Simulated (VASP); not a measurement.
# Pt (I4/mmm) in VASP: notebook, part 2 of 2

VASP 6.6.1. Earlier steps stand in the parts before.

### Step 4. Single point, r2SCAN

Input file POSCAR:

```
Pt
1.0
   -1.6137203601      1.6137203601      1.4846227313
    1.6137203601     -1.6137203601      1.4846227313
    1.6137203601      1.6137203601     -1.4846227313
Pt
1
Direct
    0.0000000000      0.0000000000      0.0000000000
```

Input file INCAR.step1:

```
ALGO = Normal
EDIFF = 1E-4
ENCUT = 520
GGA = PE
ISMEAR = 0
LASPH = T
LCHARG = F
LREAL = F
LWAVE = T
NBANDS = 11
NELM = 100
PREC = Accurate
SIGMA = 0.15
```

Input file INCAR.step2:

```
ALGO = Normal
EDIFF = 1E-7
ENCUT = 520
ISIF = 2
ISMEAR = 0
ISTART = 1
LASPH = T
LCHARG = F
LMIXTAU = T
LREAL = F
LWAVE = F
METAGGA = R2SCAN
NBANDS = 11
NELM = 100
PREC = Accurate
SIGMA = 0.15
```

Input file KPOINTS:

```
k-points
0
Gamma
  30 30 30
```

Potentials or basis: VASP PAW PBE potentials, release 64 (Pt).

Started as:

```console
$ cat potpaw_PBE.64/Pt/POTCAR > POTCAR
$ cp INCAR.step1 INCAR
$ mpirun -np 1 vasp_std > vasp.out
$ cp INCAR.step2 INCAR
$ mpirun -np 1 vasp_std > vasp.out
```

OUTCAR:

```text
EDIFF = 1E-7
   ENCUT = 520
   ISIF = 2
   ISMEAR = 0
   ISTART = 1
   LASPH = T
   LREAL = F
   METAGGA = R2SCAN
   NELM = 100
   PREC = Accurate

 ion  position               nearest neighbor table
   1  0.000  0.000  0.000-

  LATTYP: Found a body centered tetragonal cell.
 ALAT       =     3.2274407202
 C/A-ratio  =     0.9200000000

  Lattice vectors:

 A1 = (  -1.6137203601,   1.6137203601,   1.4846227313)
 A2 = (   1.6137203601,  -1.6137203601,   1.4846227313)
 A3 = (   1.6137203601,   1.6137203601,  -1.4846227313)

Analysis of symmetry for initial positions (statically):
=====================================================================
 Subroutine PRICEL returns:
 Original cell was already a primitive cell.

 Routine SETGRP: Setting up the symmetry group for a
 body centered tetragonal supercell.

 Subroutine GETGRP returns: Found 16 space group operations
 (whereof 16 operations were pure point group operations)
 out of a pool of 16 trial point group operations.

The static configuration has the point symmetry D_4h.

Analysis of symmetry for dynamics (positions and initial velocities):
=====================================================================
 Subroutine PRICEL returns:
 Original cell was already a primitive cell.

 Routine SETGRP: Setting up the symmetry group for a
 body centered tetragonal supercell.

 Subroutine GETGRP returns: Found 16 space group operations
 (whereof 16 operations were pure point group operations)
 out of a pool of 16 trial point group operations.

The dynamic configuration has the point symmetry D_4h.

 Subroutine INISYM returns: Found 16 space group operations
 (whereof 16 operations are pure point group operations),
 and found     1 'primitive' translations

----------------------------------------------------------------------------------------

                                     Primitive cell

  volume of cell :      15.4644

[... 106 lines left out ...]
     AMIX_MAG =   1.60;   BMIX_MAG =  1.00
  volume/ion in A,a.u.               =      15.46       104.36
  Fermi-wavevector in a.u.,A,eV,Ry     =   1.415676  2.675240 27.267970  2.004139
  Thomas-Fermi vector in A             =   2.537090
   LORBIT       =      0    0 simple, 1 ext, 2 COOP (PROOUT), +10 PAW based schemes
   METAGGA = R2SCAN    functional components
   LHFCALC =     F    Hartree Fock is set to
   AEXX    =    0.0000 exact exchange contribution
   IVDW    =     0    specifies the selected vdW correction
   LEPSILON=     F    determine dielectric tensor
   LRPA    =     F    only Hartree local field effects (RPA)
 non-spin polarized calculation
 Gauss-broadening in eV      SIGMA  =   0.15
  energy-cutoff  :      520.00
  volume of cell :       15.46
 maximum number of plane-waves:       430
   NGX = 11   NGY = 11   NGZ = 11

 number of electron      10.0000002 magnetization

 Free energy of the ion-electron system (eV)
  ---------------------------------------------------
  ext. energy  EPLUGINS =         0.00000000
  ---------------------------------------------------
  free energy    TOTEN  =       -51.43479728 eV

  energy without entropy =      -51.42262804  energy(sigma->0) =      -51.42871266

 E-fermi :  10.3743     XC(G=0): -14.4312

 val. band max:       10.3740947031   @ k =  -0.0667  -0.3667   0.0667
 cond. band min:      10.3751646611   @ k =  -0.3667   0.3667   0.1333
 fundamental gap:      0.0010699581
 Fermi energy:        10.3743076470

 k-point     1 :       0.0000    0.0000    0.0000
  band No.  band energies     occupation
      1       0.3688      2.00000
      2       6.1440      2.00000
      3       6.9153      2.00000
      4       6.9153      2.00000
      5       8.6094      2.00000
      6       9.6023      2.00000
      7      27.8581      0.00000
      8      27.8581      0.00000
      9      29.7381      0.00000
     10      38.2156      0.00000
     11      38.2156      0.00000
[... 309 lines left out ...]
 k-point    24 :       0.2667    0.0333    0.0000
  band No.  band energies     occupation
      1       3.0814      2.00000
      2       5.4507      2.00000
      3       6.9161      2.00000
      4       8.9535      2.00000
      5       9.1111      2.00000
      6       9.4239      2.00000
      7      24.8302      0.00000
      8      26.7524      0.00000
      9      30.8988      0.00000
     10      32.5096      0.00000
     11      34.3947      0.00000

 [... further k-points ...]
[... 5 lines left out ...]
  --------------------------------------------------------------------------------------
  -------------------------------------------------------------------------------------
  Total        0.3076890      0.3076890     -0.4778975      0.0000000      0.0000000      0.0000000
  in kB       31.8779190     31.8779190    -49.5122574      0.0000000      0.0000000      0.0000000
  external PRESSURE =       4.7478602 kB  Pullay stress =       0.0000000 kB

 VOLUME and BASIS-vectors are now :
 -----------------------------------------------------------------------------
  energy-cutoff  :      520.00
  volume of cell :       15.46
      direct lattice vectors                 reciprocal lattice vectors
    -1.613720360  1.613720360  1.484622731     0.000000000  0.309843026  0.336785898
     1.613720360 -1.613720360  1.484622731     0.309843026  0.000000000  0.336785898
     1.613720360  1.613720360 -1.484622731     0.309843026  0.309843026  0.000000000

 POSITION                                       TOTAL-FORCE (eV/Angst)
 -----------------------------------------------------------------------------------
      0.00000      0.00000      0.00000        -0.000000     -0.000000     -0.000000
 -----------------------------------------------------------------------------------
    total drift:                                0.000000     -0.000000     -0.000000

  FREE ENERGIE OF THE ION-ELECTRON SYSTEM (eV)
  ---------------------------------------------------
  free  energy   TOTEN  =       -51.4347972838 eV

  energy  without entropy=      -51.4226280409  energy(sigma->0) =      -51.42871266
```

OSZICAR.step1:

```text
N       E                     dE             d eps       ncg     rms          rms(c)
DAV:   1     0.399290439240E+02    0.39929E+02   -0.53429E+03 44723   0.843E+02
DAV:   2    -0.578213157801E+01   -0.45711E+02   -0.43871E+02 50050   0.176E+02
DAV:   3    -0.638915306594E+01   -0.60702E+00   -0.60432E+00 51397   0.194E+01
DAV:   4    -0.639156513006E+01   -0.24121E-02   -0.24119E-02 50858   0.144E+00
DAV:   5    -0.639158471298E+01   -0.19583E-04   -0.19581E-04 51888   0.120E-01    0.117E+01
DAV:   6    -0.606142445619E+01    0.33016E+00   -0.75926E-01 47337   0.684E+00    0.618E+00
DAV:   7    -0.602715753805E+01    0.34267E-01   -0.12490E-01 50517   0.272E+00    0.243E+00
DAV:   8    -0.602414814181E+01    0.30094E-02   -0.52650E-03 47734   0.628E-01    0.515E-01
DAV:   9    -0.602396669643E+01    0.18145E-03   -0.14258E-04 45639   0.105E-01    0.260E-02
DAV:  10    -0.602397099713E+01   -0.43007E-05   -0.29329E-06 24822   0.140E-02
   1 F= -.60239710E+01 E0= -.60174530E+01  d E =-.130360E-01
```

Wall time 16 min (1 thread of Oxide Virtual Turin-like, shared host); peak memory 0.39 GiB.

Results:

```
Free energy            : -51.4348 eV
Pressure               : 0.5 GPa
Band gap on the k mesh : zero (bands 5 and 6 overlap by 2.40 eV)
```

Stress tensor (GPa, compression positive):
```
 3.19  0.00  0.00
 0.00  3.19  0.00
 0.00  0.00 -4.95
```

Levels at points of the mesh, in eV from the Fermi level:
```tsv
k point	band 1	band 2	band 3	band 4	band 5	band 6	band 7	band 8	band 9	band 10
(0.00, 0.00, 0.00)	-10.01	-4.23	-3.46	-3.46	-1.76	-0.77	17.48	17.48	19.36	27.84
(0.50, 0.00, 0.00)	-6.99	-5.53	-1.36	-0.37	0.55	1.10	7.07	13.75	16.08	25.46
(0.50, 0.50, 0.00)	-7.11	-4.69	-2.03	-1.13	0.01	0.97	6.26	14.75	18.26	23.89
(0.50, 0.50, 0.50)	-6.59	-6.57	0.45	0.45	0.74	7.25	7.25	10.01	13.48	19.20
```

Caveat: the stress differs along the axes, from -5 to 3 GPa; the PAW data sets were made with another functional, which shifts forces and pressure a little; spin-orbit coupling is left out, which moves the levels of the heavy elements.

### Step 5. Single point, r2SCAN

Input file POSCAR:

```
Pt
1.0
   -1.5204074625      1.5204074625      1.6724482087
    1.5204074625     -1.5204074625      1.6724482087
    1.5204074625      1.5204074625     -1.6724482087
Pt
1
Direct
    0.0000000000      0.0000000000      0.0000000000
```

Input file INCAR.step1:

```
SYSTEM = Pt
PREC     = Accurate       ! precision mode
ENCUT    = 520            ! plane-wave cutoff, eV
ISMEAR   = 0              ! smearing method
SIGMA    = 0.15           ! smearing width, eV
LREAL    = .False.        ! projectors in reciprocal space
LASPH    = .True.         ! aspherical terms in the spheres
NELM     = 80             ! most SCF steps
NBANDS   = 11             ! bands
GGA      = PE             ! functional
ALGO     = Normal         ! electronic algorithm
EDIFF    = 1E-4           ! SCF threshold, eV
LWAVE    = .True.         ! write WAVECAR
LCHARG   = .False.        ! write CHGCAR
```

Input file INCAR.step2:

```
SYSTEM = Pt
PREC     = Accurate       ! precision mode
ENCUT    = 520            ! plane-wave cutoff, eV
EDIFF    = 1E-7           ! SCF threshold, eV
ISMEAR   = 0              ! smearing method
SIGMA    = 0.15           ! smearing width, eV
LREAL    = .False.        ! projectors in reciprocal space
LASPH    = .True.         ! aspherical terms in the spheres
NELM     = 80             ! most SCF steps
ALGO     = Normal         ! electronic algorithm
ISIF     = 2              ! what is computed and relaxed
LWAVE    = .False.        ! write WAVECAR
LCHARG   = .False.        ! write CHGCAR
METAGGA  = R2SCAN         ! meta-GGA
LMIXTAU  = .True.       
NBANDS   = 11             ! bands
ISTART   = 1
```

Input file KPOINTS:

```
regular mesh
0
Gamma
  30 30 30
  0 0 0
```

Started as:

```console
$ cat potpaw_PBE.64/Pt/POTCAR > POTCAR
$ cp INCAR.step1 INCAR
$ mpirun -np 1 vasp_std > vasp.out
$ cp INCAR.step2 INCAR
$ mpirun -np 1 vasp_std > vasp.out
```

Run time: 19 min. Hardware: 1 thread of Oxide Virtual Turin-like, shared host; peak memory 0.39 GiB.

The run converged. Its results:

* Free energy: -51.4343 eV
* Pressure: 0.3 GPa
* Band gap on the k mesh: zero (bands 5 and 6 overlap by 2.33 eV)

Stress tensor (GPa, compression positive):
```
-1.61  0.00  0.00
 0.00 -1.61  0.00
 0.00  0.00  4.18
```

Levels at points of the mesh, in eV from the Fermi level:
```
           k point  band 2  band 3  band 4  band 5  band 6  band 7  band 8  band 9
(0.00, 0.00, 0.00)   -3.95   -3.95   -3.17   -1.75   -0.83   16.93   18.74   18.74
(0.50, 0.00, 0.00)   -4.93   -2.00   -0.68    0.18    0.97    6.51   14.45   17.61
(0.50, 0.50, 0.00)   -5.82   -0.69   -0.49    0.78    1.20    7.39   13.37   15.23
(0.50, 0.50, 0.50)   -6.52    0.35    0.65    0.65    6.20    9.18    9.18   13.28
```

Caveat: the stress differs along the axes, from -2 to 4 GPa; the PAW data sets were made with another functional, which shifts forces and pressure a little; spin-orbit coupling is left out, which moves the levels of the heavy elements.

### Step 6. The runs side by side

| cell | gap on the mesh (eV) | pressure (GPa) |
| --- | --- | --- |
| a = 2.734 Å, angles 105.4, 105.4, 118.0°, 1 atom | none | 0.0 |
| a = 2.739 Å, angles 114.7, 114.7, 99.4°, 1 atom | none | -0.7 |
| a = 2.723 Å, angles 107.3, 107.3, 113.9°, 1 atom | none | 0.5 |
| a = 2.724 Å, angles 112.1, 112.1, 104.2°, 1 atom | none | 0.3 |

Alike in all rows: task single point; level r2SCAN; potentials or basis VASP PAW PBE potentials, release 64 (Pt); no spin polarisation; k mesh 30 × 30 × 30; cutoff (eV) 520; smearing gaussian 0.15 eV.

Caveats: the PAW data sets were made with another functional, which shifts forces and pressure a little; spin-orbit coupling is left out, which moves the levels of the heavy elements; the stress differs along the axes, from -7 to 3 GPa (at least some runs); the stress differs along the axes, from -3 to 3 GPa (at least some runs); the stress differs along the axes, from -5 to 3 GPa (at least some runs); the stress differs along the axes, from -2 to 4 GPa (at least some runs).

Absolute energies hang on the potentials; compare differences alone.
